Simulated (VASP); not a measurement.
Input of a VASP 6.6.1 run:

INCAR

```
PREC = Accurate
ENCUT = 520
EDIFF = 1E-8
ISMEAR = -1
SIGMA = 0.05
LREAL = False
LASPH = True
NELM = 100
ALGO = Normal
ISIF = 2
LWAVE = False
LCHARG = False
GGA = PE
LEFG = True
NBANDS = 30
```

KPOINTS

```
Automatic mesh
0
Gamma
  7 7 7
```

Contents of POSCAR:

```
B
1.0
    2.4589507939      1.4196759028      4.1935000000
   -2.4589507939      1.4196759028      4.1935000000
    0.0000000000     -2.8393518055      4.1935000000
B
12
Direct
    0.0100635734      0.6543546593      0.0100635734
    0.0100635734      0.0100635734      0.6543546593
    0.6543546593      0.0100635734      0.0100635734
    0.9899364266      0.3456453407      0.9899364266
    0.3456453407      0.9899364266      0.9899364266
    0.9899364266      0.9899364266      0.3456453407
    0.2206205359      0.6312326172      0.2206205359
    0.2206205359      0.2206205359      0.6312326172
    0.6312326172      0.2206205359      0.2206205359
    0.7793794641      0.3687673828      0.7793794641
    0.3687673828      0.7793794641      0.7793794641
    0.7793794641      0.7793794641      0.3687673828
```

Potentials or basis: VASP PAW PBE potentials, release 64 (B).

Command:

```sh
$ cat potpaw_PBE.64/B/POTCAR > POTCAR
$ mpirun -np 1 vasp_std > vasp.out
```

(1) Predict the pressure.

(2) Predict the band gap on the k mesh.

(3) Estimate the largest force.

Answers

(1) -2.1 GPa.

(2) 1.50 eV, indirect (least direct gap 1.91 eV).

(3) 0.012 eV/Å.

Caveat: without QUAD_EFG the Cq values of the log hold for a quadrupole moment of 1 mb, not for the nuclei.
